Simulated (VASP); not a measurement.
Wanted: the native input for a VASP 6.6.1 run.

```
Task                   : single point
Functional             : RPBE
Potentials or basis    : VASP PAW PBE potentials, release 64 (Ir)
Cutoff                 : 520 eV
k mesh                 : 15 × 15 × 8
Occupations            : fermi-dirac, width 0.1 eV
Spin                   : no spin polarisation
Dipole correction      : no
Further INCAR settings : ALGO = Normal; EDIFF = 1e-06; NBANDS = 16
```

The structure of Ir lies in POSCAR:

```
Ir
1.0
    2.6842597011      0.0000000000      0.0000000000
   -1.3421298506      2.3246370915      0.0000000000
    0.0000000000      0.0000000000      4.3526614852
Ir
2
Direct
    0.3333333333      0.6666666667      0.2500000000
    0.6666666667      0.3333333333      0.7500000000
```

This cell differs from its parent crystal: volume scaled by 0.92.

One way to write it, as run:

INCAR

```
ALGO = Normal
EDIFF = 1E-6
ENCUT = 520
GGA = RP
ISIF = 2
ISMEAR = -1
LASPH = True
LCHARG = False
LREAL = False
LWAVE = False
NBANDS = 16
NELM = 60
PREC = Accurate
SIGMA = 0.1
```

KPOINTS

```
k-points
0
Gamma
  15 15 8
```

Potentials or basis: VASP PAW PBE potentials, release 64 (Ir).

Command:

```bash
$ cat potpaw_PBE.64/Ir/POTCAR > POTCAR
$ mpirun -np 1 vasp_std > vasp.out
```

It gave:

```
Pressure               : 34.2 GPa
Band gap on the k mesh : zero (band 9 reaches 12.39 eV, above the bottom of band 10 at 8.87 eV)
```

Caveat: the PAW data sets were made with another functional, which shifts forces and pressure a little; spin-orbit coupling is left out, which moves the levels of the heavy elements.

Wall time 18 s on 1 thread of Intel(R) Xeon(R) 6975P-C (Granite Rapids), with other jobs on the host, peak memory 0.17 GiB.
